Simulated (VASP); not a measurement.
Ti, 3 atoms in the cell. Symmetry: P6/mmm, No. 191, hexagonal system. The conventional cell has a = 4.650 Å, b = 4.650 Å, c = 2.686 Å, α = 90.00°, β = 90.00°, γ = 120.00°. Ti (site symmetry 6/mmm) has 14 Ti at 2.69 to 3.00 Å within 3.5 Å. Ti (site symmetry -6m2) has 11 Ti at 2.68 to 3.00 Å within 3.5 Å. 

| Item | Value |
| --- | --- |
| Program | VASP 6.6.1 |
| Task | single point |
| Functional | PBEsol |
| Potentials or basis | VASP PAW PBE potentials, release 64 (Ti_sv) |
| Cutoff | 520 eV |
| k mesh | 12 × 12 × 14 |
| Occupations | gaussian, width 0.15 eV |
| Spin | no spin polarisation |
| Dipole correction | no |
| Further INCAR settings | ALGO = Fast; EDIFF = 1e-06; NBANDS = 25 |

Potentials or basis: VASP PAW PBE potentials, release 64 (Ti_sv).

Command:

```sh
$ cat potpaw_PBE.64/Ti_sv/POTCAR > POTCAR
$ mpirun -np 1 vasp_std > vasp.out
```

Hardware: 1 thread of Intel(R) Xeon(R) Platinum 8375C CPU @ 2.90GHz (Ice Lake), on a shared host.

Problem. Estimate the wall time of this run.

Solution. It took 9.2 min on 1 thread of Intel(R) Xeon(R) Platinum 8375C CPU @ 2.90GHz (Ice Lake), with other jobs on the host, peak memory 0.27 GiB. Counts: scf iterations 49, k points 152.
